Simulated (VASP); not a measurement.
## CsBa3: single point with PBE

CsBa3:

```
Cs Ba
1.0
     0.00000    5.19518    5.22128
     5.19518    0.00000    5.22128
     5.19518    5.19518    0.00000
Cs Ba
1 3
Direct
  0.00000 0.00000 0.00000
  0.25000 0.25000 0.25000
  0.75000 0.75000 0.75000
  0.50000 0.50000 0.50000
```

```yaml
Program: VASP 6.6.1
Task: single point
Functional: PBE
Potentials_or_basis: VASP PAW PBE potentials, release 64 (Cs_sv, Ba_sv)
Cutoff: 520 eV
k_mesh: 4 × 4 × 4
Occupations: methfessel-paxton, width 0.15 eV
Spin: no spin polarisation
Dipole_correction: no
Further_INCAR_settings: ALGO = Normal; EDIFF = 1e-06; NBANDS = 28
```

```
Pressure               : 0.1 GPa
Band gap on the k mesh : zero (an odd number of electrons rules out a gap without spin polarisation)
```

Levels at points of the mesh, in eV from the Fermi level:
| k point | band 17 | band 18 | band 19 | band 20 | band 21 | band 22 | band 23 | band 24 |
| --- | --- | --- | --- | --- | --- | --- | --- | --- |
| (0.00, 0.00, 0.00) | -2.48 | -0.27 | -0.26 | 0.61 | 0.62 | 0.62 | 0.62 | 0.63 |
| (0.50, 0.00, 0.00) | -1.24 | -0.99 | 0.36 | 0.37 | 0.40 | 0.46 | 0.47 | 0.81 |
| (0.50, 0.50, 0.00) | -0.86 | -0.82 | -0.72 | -0.41 | 0.68 | 0.78 | 0.78 | 1.16 |
| (0.50, 0.00, 0.50) | -0.85 | -0.81 | -0.72 | -0.41 | 0.69 | 0.80 | 0.80 | 1.15 |

It took 68 s on 1 thread of Intel(R) Xeon(R) 6975P-C (Granite Rapids), with other jobs on the host, peak memory 0.45 GiB.

Caveat: spin-orbit coupling is left out, which moves the levels of the heavy elements.
